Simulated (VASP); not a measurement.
Here is a VASP 6.6.1 calculation.

INCAR

```
SYSTEM = InP3
PREC = Accurate ; ENCUT = 520
EDIFF = 1E-7 ; ISMEAR = 0
SIGMA = 0.1 ; LREAL = .FALSE.
LASPH = .TRUE. ; NELM = 100
ALGO = Normal ; ISIF = 2
LWAVE = .FALSE. ; LCHARG = .FALSE.
GGA = PS ; NBANDS = 38
```

File KPOINTS:

```
regular mesh
0
G
  6 6 6
  0 0 0
```

The input POSCAR:

```
InP3
1.0
    3.7244993001      2.1503406735      3.2950000000
   -3.7244993001      2.1503406735      3.2950000000
    0.0000000000     -4.3006813470      3.2950000000
In P
2 6
Direct
    0.2755000000      0.2755000000      0.2755000000
    0.7245000000      0.7245000000      0.7245000000
    0.7963000000      0.2414000000      0.7963000000
    0.7963000000      0.7963000000      0.2414000000
    0.2414000000      0.7963000000      0.7963000000
    0.2037000000      0.7586000000      0.2037000000
    0.7586000000      0.2037000000      0.2037000000
    0.2037000000      0.2037000000      0.7586000000
```

Potentials or basis: VASP PAW PBE potentials, release 64 (In_d, P).

Launch:

```console
$ cat potpaw_PBE.64/In_d/POTCAR potpaw_PBE.64/P/POTCAR > POTCAR
$ mpirun -np 1 vasp_std > vasp.out
```

Question: Predict the largest force.

Answer: 0.155 eV/Å.

Question: Predict the pressure.

Answer: -0.2 GPa.

Question: Estimate the band gap on the k mesh.

Answer: Zero (bands 28 and 29 overlap by 0.51 eV).

Forces in eV/Å, atoms in the order of the input:
```
In   0.000  0.000 -0.113
In   0.000  0.000  0.113
P   -0.023  0.014 -0.153
P    0.000 -0.027 -0.153
P    0.023  0.014 -0.153
P    0.023 -0.014  0.153
P   -0.023 -0.014  0.153
P    0.000  0.027  0.153
```

Caveat: semilocal functionals underestimate gaps, so a narrow gap can read as zero; the PAW data sets were made with another functional, which shifts forces and pressure a little; spin-orbit coupling is left out, which moves the levels of the heavy elements.
